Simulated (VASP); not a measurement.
Write the native input for VASP 6.6.1 that does the following.

- Task: single point
- Functional: LDA
- Potentials or basis: VASP PAW LDA potentials, release 64 (Na_pv, H, F)
- Cutoff: 520 eV
- k mesh: 10 × 10 × 10
- Occupations: fermi-dirac, width 0.02 eV
- Spin: no spin polarisation
- Dipole correction: no
- Further INCAR settings: ALGO = Normal; EDIFF = 1e-06; NBANDS = 19

The structure of NaHF2 lies in POSCAR:

```
NaHF2
1.0
    1.6931609244      0.9775469155      4.5441732967
   -1.6931609244      0.9775469155      4.5441732967
    0.0000000000     -1.9550938310      4.5441732967
Na H F
1 1 2
Direct
    0.0000000000      0.0000000000      0.0000000000
    0.5000000000      0.5000000000      0.5000000000
    0.4100000000      0.4100000000      0.4100000000
    0.5900000000      0.5900000000      0.5900000000
```

These files were run (other wordings do the same):

INCAR

```
PREC = Accurate
ENCUT = 520
EDIFF = 1E-6
ISMEAR = -1
SIGMA = 0.02
LREAL = F
LASPH = T
NELM = 80
ALGO = Normal
ISIF = 2
LWAVE = F
LCHARG = F
NBANDS = 19
```

KPOINTS

```
Automatic mesh
0
Gamma
  10 10 10
```

Potentials or basis: VASP PAW LDA potentials, release 64 (Na_pv, H, F).

Command:

```console
$ cat potpaw_LDA.64/Na_pv/POTCAR potpaw_LDA.64/H/POTCAR potpaw_LDA.64/F/POTCAR > POTCAR
$ mpirun -np 1 vasp_std > vasp.out
```

Results of the run:

```yaml
Pressure: -4.4 GPa
Largest_force: 1.964 eV/Å
Band_gap_on_the_k_mesh: 6.55 eV (least direct gap 6.83 eV)
```

Caveat: the stress differs along the axes, from -14 to 0 GPa; forces of over 1 eV/Å act on the atoms, so gaps and moduli don't describe the material at rest.

Run time: 3.5 min on 1 thread of Intel Xeon 8259CL, on a shared host, peak memory 0.24 GiB.
